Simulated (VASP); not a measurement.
Set up this calculation in VASP 6.6.1, as the native input.

```
Task                   : single point
Functional             : PBE
Potentials or basis    : VASP PAW PBE potentials, release 64 (Pr, F)
Cutoff                 : 520 eV
k mesh                 : 12 × 12 × 6
Occupations            : gaussian, width 0.1 eV
Spin                   : no spin polarisation
Dipole correction      : no
Further INCAR settings : ALGO = Normal; EDIFF = 1e-06; NBANDS = 32
```

The structure of Pr2F3 lies in POSCAR:

```
Pr2F3
1.0
    3.8194599445      0.0000000000      0.0000000000
   -1.9097299723      3.3077493406      0.0000000000
    0.0000000000      0.0000000000      6.9273944383
Pr F
2 3
Direct
    0.6666666667      0.3333333333      0.7846002156
    0.3333333333      0.6666666667      0.2153997844
    0.6666666667      0.3333333333      0.3965886453
    0.3333333333      0.6666666667      0.6034113547
    0.0000000000      0.0000000000      0.0000000000
```

The cell was generated, and may not be a known phase.

These files were run (other wordings do the same):

INCAR

```
ALGO = Normal
EDIFF = 1E-6
ENCUT = 520
GGA = PE
ISIF = 2
ISMEAR = 0
LASPH = True
LCHARG = False
LREAL = False
LWAVE = False
NBANDS = 32
NELM = 80
PREC = Accurate
SIGMA = 0.1
```

KPOINTS

```
k-points
0
Gamma
  12 12 6
```

Potentials or basis: VASP PAW PBE potentials, release 64 (Pr, F).

The run is started by

```sh
$ cat potpaw_PBE.64/Pr/POTCAR potpaw_PBE.64/F/POTCAR > POTCAR
$ mpirun -np 1 vasp_std > vasp.out
```

Results of the run:

```json
{
  "Pressure": "-5.7 GPa",
  "Largest force": "0.442 eV/Å",
  "Band gap on the k mesh": "zero (an odd number of electrons rules out a gap without spin polarisation)"
}
```

Caveat: the cell stands under tension; spin-orbit coupling is left out, which moves the levels of the heavy elements; an odd number of electrons without spin polarisation forces a metal; a magnetic or distorted state may lie lower; the run has no spin polarisation, though such a crystal can be magnetic; semilocal functionals describe open f shells poorly, which spoils levels, moments and volumes.

Run time: 4.6 min on 1 thread of Intel(R) Xeon(R) 6975P-C (Granite Rapids), on a shared host, peak memory 0.38 GiB.
